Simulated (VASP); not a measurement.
# ZrSi2 in VASP: single point with PBEsol

Aim: the single point of ZrSi2 with PBEsol.

Everything below comes from runs of VASP 6.6.1. Logs are shortened: lines on timing, memory, paths and dates and some standing lists are left out, and cuts for length are marked.

## Step 1: The cell of the first run

The cell holds a slab with vacuum, 12 atoms: a = 3.657 Å, b = 3.674 Å, c = 27.453 Å, α = 90.00°, β = 90.00°, γ = 90.00°.

## Step 2: Single point, PBEsol

Input file INCAR:

```
SYSTEM = ZrSi2
ALGO = Normal
DIPOL = 0.5 0.5 0.494
EDIFF = 1E-7
ENCUT = 520
GGA = PS
IDIPOL = 3
ISIF = 2
ISMEAR = 0
LASPH = .True.
LCHARG = .True.
LDIPOL = .True.
LELF = .True.
LREAL = .False.
LVACPOTAV = .True.
LVHAR = .True.
LWAVE = .False.
NBANDS = 52
NELM = 100
PREC = Accurate
SIGMA = 0.1
```

Input file KPOINTS:

```
k-points
0
Gamma
  10 10 1
  0 0 0
```

Input file POSCAR:

```
ZrSi2
1.0
    3.6567655748      0.0000000000      0.0000000000
    0.0000000000      3.6742585518      0.0000000000
    0.0000000000      0.0000000000     27.4530958613
Si Zr
8 4
Direct
    0.2500000000      0.5000000000      0.2724946632
    0.7500000000      0.0000000000      0.2719311844
    0.2500000000      0.0000000000      0.3747376028
    0.7500000000      0.0000000000      0.4341519865
    0.2500000000      0.0000000000      0.5389392516
    0.7500000000      0.5000000000      0.5385946496
    0.2500000000      0.5000000000      0.6453820820
    0.7500000000      0.5000000000      0.7058144681
    0.7500000000      0.5000000000      0.3524774588
    0.2500000000      0.5000000000      0.4611237887
    0.7500000000      0.0000000000      0.6154223584
    0.2500000000      0.0000000000      0.7215934646
```

Potentials or basis: VASP PAW PBE potentials, release 64 (Si, Zr_sv).

On the command line:

```bash
$ cat potpaw_PBE.64/Si/POTCAR potpaw_PBE.64/Zr_sv/POTCAR > POTCAR
$ mpirun -np 1 vasp_std > vasp.out
```

OUTCAR:

```text
SYSTEM = ZrSi2
   EDIFF = 1E-7
   ENCUT = 520
   GGA = PS
   ISIF = 2
   ISMEAR = 0
   LASPH = .True.
   LREAL = .False.
   NELM = 100
   PREC = Accurate

 ion  position               nearest neighbor table
   1  0.250  0.500  0.272-   2 2.59   2 2.59   2 2.59   2 2.59   9 2.86   9 2.86
   2  0.750  0.000  0.272-   1 2.59   1 2.59   1 2.59   1 2.59   9 2.87   9 2.87
   3  0.250  0.000  0.375-   4 2.45   4 2.45   9 2.66   9 2.66   9 2.66   9 2.66  10 3.00  10 3.00

   4  0.750  0.000  0.434-   3 2.45   3 2.45  10 2.70  10 2.70  10 2.70  10 2.70   9 2.90   9 2.90

   5  0.250  0.000  0.539-   6 2.59   6 2.59   6 2.59   6 2.59  11 2.78  11 2.78  10 2.82  10 2.82
[... 7 lines left out ...]
   9  0.750  0.500  0.352-   3 2.66   3 2.66   3 2.66   3 2.66   1 2.86   1 2.86   2 2.87   2 2.87
                             4 2.90   4 2.90  10 3.50  10 3.50
  10  0.250  0.500  0.461-   4 2.70   4 2.70   4 2.70   4 2.70   6 2.80   6 2.80   5 2.82   5 2.82
                             3 3.00   3 3.00   9 3.50   9 3.50
  11  0.750  0.000  0.615-   7 2.72   7 2.72   7 2.72   7 2.72   5 2.78   5 2.78   6 2.80   6 2.80
                             8 3.09   8 3.09  12 3.44  12 3.44
  12  0.250  0.000  0.722-   8 2.63   8 2.63   8 2.63   8 2.63   7 2.78   7 2.78  11 3.44  11 3.44

  LATTYP: Found a simple orthorhombic cell.
 ALAT       =     3.6567655748
 B/A-ratio  =     1.0047837294
 C/A-ratio  =     7.5074803948

  Lattice vectors:

 A1 = (   3.6567655748,   0.0000000000,   0.0000000000)
 A2 = (   0.0000000000,   3.6742585518,   0.0000000000)
 A3 = (   0.0000000000,   0.0000000000,  27.4530958613)

Analysis of symmetry for initial positions (statically):
=====================================================================
 Subroutine PRICEL returns:
 Original cell was already a primitive cell.

 Routine SETGRP: Setting up the symmetry group for a
 simple orthorhombic supercell.

 Subroutine GETGRP returns: Found  4 space group operations
 (whereof  2 operations were pure point group operations)
 out of a pool of  8 trial point group operations.

The static configuration has the point symmetry C_1h.
 The point group associated with its full space group is C_2v.

Analysis of symmetry for dynamics (positions and initial velocities):
=====================================================================
 Subroutine PRICEL returns:
 Original cell was already a primitive cell.

 Routine SETGRP: Setting up the symmetry group for a
 simple orthorhombic supercell.

 Subroutine GETGRP returns: Found  4 space group operations
 (whereof  2 operations were pure point group operations)
 out of a pool of  8 trial point group operations.

The dynamic configuration has the point symmetry C_1h.
 The point group associated with its full space group is C_2v.

 Subroutine INISYM returns: Found  4 space group operations
 (whereof  2 operations are pure point group operations),
 and found     1 'primitive' translations

----------------------------------------------------------------------------------------

                                     Primitive cell

  volume of cell :     368.8571

  direct lattice vectors                    reciprocal lattice vectors
     3.656765575  0.000000000  0.000000000     0.273465712  0.000000000  0.000000000
     0.000000000  3.674258552  0.000000000     0.000000000  0.272163754  0.000000000
     0.000000000  0.000000000 27.453095861     0.000000000  0.000000000  0.036425764

  length of vectors
     3.656765575  3.674258552 27.453095861     0.273465712  0.272163754  0.036425764

  position of ions in fractional coordinates (direct lattice)
     0.250000000  0.500000000  0.272494663
     0.750000000  0.000000000  0.271931184
     0.250000000  0.000000000  0.374737603
     0.750000000  0.000000000  0.434151986
     0.250000000  0.000000000  0.538939252
     0.750000000  0.500000000  0.538594650
     0.250000000  0.500000000  0.645382082
     0.750000000  0.500000000  0.705814468
     0.750000000  0.500000000  0.352477459
     0.250000000  0.500000000  0.461123789
     0.750000000  0.000000000  0.615422358
     0.250000000  0.000000000  0.721593465

  ion indices of the primitive-cell ions
   primitive index   ion index
                 1           1
                 2           2
                 3           3
                 4           4
                 5           5
                 6           6
                 7           7
                 8           8
                 9           9
                10          10
                11          11
                12          12

----------------------------------------------------------------------------------------

 KPOINTS: k-points

Automatic generation of k-mesh.
 Grid dimensions read from file:
 generate k-points for:   10   10    1

 Generating k-lattice:

  Cartesian coordinates                     Fractional coordinates (reciprocal lattice)
     0.027346571  0.000000000  0.000000000     0.100000000  0.000000000  0.000000000
     0.000000000  0.027216375  0.000000000     0.000000000  0.100000000  0.000000000
     0.000000000  0.000000000  0.036425764     0.000000000  0.000000000  1.000000000

  Length of vectors
     0.027346571  0.027216375  0.036425764

  Shift w.r.t. Gamma in fractional coordinates (k-lattice)
     0.000000000  0.000000000  0.000000000

 Subroutine IBZKPT returns following result:
 ===========================================

 Found     36 irreducible k-points:

 Following reciprocal coordinates:
            Coordinates               Weight
  0.000000  0.000000  0.000000      1.000000
  0.100000  0.000000  0.000000      2.000000
  0.200000  0.000000  0.000000      2.000000
  0.300000  0.000000  0.000000      2.000000
  0.400000  0.000000  0.000000      2.000000
  0.500000  0.000000  0.000000      1.000000
[... 16 lines left out ...]
  0.400000  0.300000  0.000000      4.000000
  0.500000  0.300000  0.000000      2.000000
 [... further k-points ...]
   k-points           NKPTS =     36   k-points in BZ     NKDIM =     36   number of bands    NBANDS=     52
   number of dos      NEDOS =    301   number of ions     NIONS =     12
   total plane-waves  NPLWV = 164640
   dimension x,y,z NGX =    28 NGY =   28 NGZ =  210
   dimension x,y,z NGXF=    56 NGYF=   56 NGZF=  420
   ions per type =               8   4
   NGX,Y,Z   is equivalent  to a cutoff of  12.73, 12.67, 12.72 a.u.
   NGXF,Y,Z  is equivalent  to a cutoff of  25.46, 25.34, 25.43 a.u.
 SYSTEM =  ZrSi2
   PREC   = accura    normal or accurate (medium, high low for compatibility)
   ISTART =      0    job   : 0-new  1-cont  2-samecut
   ICHARG =      2    charge: 1-file 2-atom 10-const
   ISPIN  =      1    spin polarized calculation?
   LNONCOLLINEAR =      F non collinear calculations
   LSORBIT =      F    spin-orbit coupling
   LASPH  =      T    aspherical Exc in radial PAW
   ENCUT  =  520.0 eV  38.22 Ry    6.18 a.u.   6.80  6.83 51.04*2*pi/ulx,y,z
   NELM   =    100;   NELMIN=  2; NELMDL= -5     # of ELM steps
   EDIFF  = 0.1E-06   stopping-criterion for ELM
   LREAL  =      F    real-space projection
   EDIFFG = 0.1E-05   stopping-criterion for IOM
   NSW    =      0    number of steps for IOM
   IBRION =     -1    ionic relax: 0-MD 1-quasi-New 2-CG
   NFREE  =      0    steps in history (QN), initial steepest desc. (CG)
   ISIF   =      2    stress and relaxation
   ISYM   =      2    0-nonsym 1-usesym 2-fastsym
   POTIM  = 0.5000    time-step for ionic-motion
   TEBEG  =    0.0;   TEEND  =   0.0 temperature during run
   PSTRESS=    0.0 pullay stress
   NELECT =      80.0000    total number of electrons
   NUPDOWN=      -1.0000    fix difference up-down
   EMIN   =  10.00;   EMAX   =-10.00  energy-range for DOS
   EFERMI =   0.00;   METHOD = LEGACY
   ISMEAR =     0;   SIGMA  =   0.10  broadening in eV -4-tet -1-fermi 0-gaus
   EFERMI_NEDOS =   21; number of points for ismear=-14 and -15
   IALGO  =     38    algorithm
   IMIX   =      4    mixing-type and parameters
     AMIX     =   0.40;   BMIX     =  1.00
     AMIX_MAG =   1.60;   BMIX_MAG =  1.00
  volume/ion in A,a.u.               =      30.74       207.43
  Fermi-wavevector in a.u.,A,eV,Ry     =   0.983601  1.858736 13.163230  0.967470
  Thomas-Fermi vector in A             =   2.114771
   LORBIT       =      0    0 simple, 1 ext, 2 COOP (PROOUT), +10 PAW based schemes
   GGA     = PS    functional components
   LHFCALC =     F    Hartree Fock is set to
   AEXX    =    0.0000 exact exchange contribution
   IVDW    =     0    specifies the selected vdW correction
   LEPSILON=     F    determine dielectric tensor
   LRPA    =     F    only Hartree local field effects (RPA)
 non-spin polarized calculation
 Gauss-broadening in eV      SIGMA  =   0.10
  energy-cutoff  :      520.00
  volume of cell :      368.86
 maximum number of plane-waves:     10004
 NGX is ok and might be reduce to    28
   NGX = 13   NGY = 13   NGZ =103

 dipolmoment           0.000000      0.000000      0.018257 electrons x Angstroem

 number of electron      79.9999999 magnetization

 dipolmoment           0.000000      0.000000     -0.139353 electrons x Angstroem

 Free energy of the ion-electron system (eV)
  ---------------------------------------------------
  ext. energy  EPLUGINS =         0.00000000
  ---------------------------------------------------
  free energy    TOTEN  =       -87.70512969 eV

  energy without entropy =      -87.67424482  energy(sigma->0) =      -87.68968725

 E-fermi :   3.2801     XC(G=0):  -6.7780

 val. band max:        3.2785399102   @ k =   0.2000   0.3000   0.0000
 cond. band min:       3.2974525648   @ k =   0.3000   0.2000   0.0000
 fundamental gap:      0.0189126546
 Fermi energy:         3.2801457083

 k-point     1 :       0.0000    0.0000    0.0000
  band No.  band energies     occupation
      1     -45.4695      2.00000
      2     -45.0520      2.00000
      3     -45.0216      2.00000
      4     -44.9988      2.00000
      5     -23.7683      2.00000
      6     -23.5013      2.00000
[... 1309 lines left out ...]
     51       6.8586      0.00000
     52       6.9481      0.00000

 [... further k-points ...]
[... 5 lines left out ...]
  --------------------------------------------------------------------------------------
  -------------------------------------------------------------------------------------
  Total       -2.3350373     -1.1519676      0.1288451      0.0000000      0.0000000      0.0000000
  in kB      -10.1425288     -5.0037163      0.5596551      0.0000000      0.0000000      0.0000000
  external PRESSURE =      -4.8621967 kB  Pullay stress =       0.0000000 kB

 VOLUME and BASIS-vectors are now :
 -----------------------------------------------------------------------------
  energy-cutoff  :      520.00
  volume of cell :      368.86
      direct lattice vectors                 reciprocal lattice vectors
     3.656765575  0.000000000  0.000000000     0.273465712  0.000000000  0.000000000
     0.000000000  3.674258552  0.000000000     0.000000000  0.272163754  0.000000000
     0.000000000  0.000000000 27.453095861     0.000000000  0.000000000  0.036425764

 POSITION                                       TOTAL-FORCE (eV/Angst)
 -----------------------------------------------------------------------------------
      0.91419      1.83713      7.48082         0.000000      0.000000     -0.008459
      2.74257      0.00000      7.46535         0.000000      0.000000     -0.008475
      0.91419      0.00000     10.28771         0.000000      0.000000     -0.000507
      2.74257      0.00000     11.91882         0.000000      0.000000     -0.005535
      0.91419      0.00000     14.79555         0.000000      0.000000     -0.001771
      2.74257      1.83713     14.78609         0.000000      0.000000     -0.002797
      0.91419      1.83713     17.71774         0.000000      0.000000     -0.001641
      2.74257      1.83713     19.37679         0.000000      0.000000      0.001460
      2.74257      1.83713      9.67660         0.000000      0.000000      0.000677
      0.91419      1.83713     12.65928         0.000000      0.000000      0.013278
      2.74257      0.00000     16.89525         0.000000      0.000000      0.000042
      0.91419      0.00000     19.80997         0.000000      0.000000      0.013729
 -----------------------------------------------------------------------------------
    total drift:                               -0.000000      0.000000      0.000360

  FREE ENERGIE OF THE ION-ELECTRON SYSTEM (eV)
  ---------------------------------------------------
  free  energy   TOTEN  =       -87.7051296869 eV

  energy  without entropy=      -87.6742448211  energy(sigma->0) =      -87.68968725

 vacuum level on the upper side and lower side of the slab         6.704         8.581
```

Wall time 39 min (1 thread of Intel Xeon Platinum 8259CL at 2.50GHz (Skylake/Cascade Lake), shared host); peak memory 0.71 GiB.

Results:

```
Free energy            : -87.7051 eV
Largest force          : 0.014 eV/Å
Band gap on the k mesh : zero (band 40 reaches 3.92 eV, above the bottom of band 41 at 2.96 eV)
```

Forces on the atoms (eV/Å):
```
Si   0.000  0.000 -0.008
Si   0.000  0.000 -0.008
Si   0.000  0.000 -0.001
Si   0.000  0.000 -0.006
Si   0.000  0.000 -0.002
Si   0.000  0.000 -0.003
Si   0.000  0.000 -0.002
Si   0.000  0.000  0.001
Zr   0.000  0.000  0.001
Zr   0.000  0.000  0.013
Zr   0.000  0.000  0.000
Zr   0.000  0.000  0.014
```

Caveat: the PAW data sets were made with another functional, which shifts forces and pressure a little.
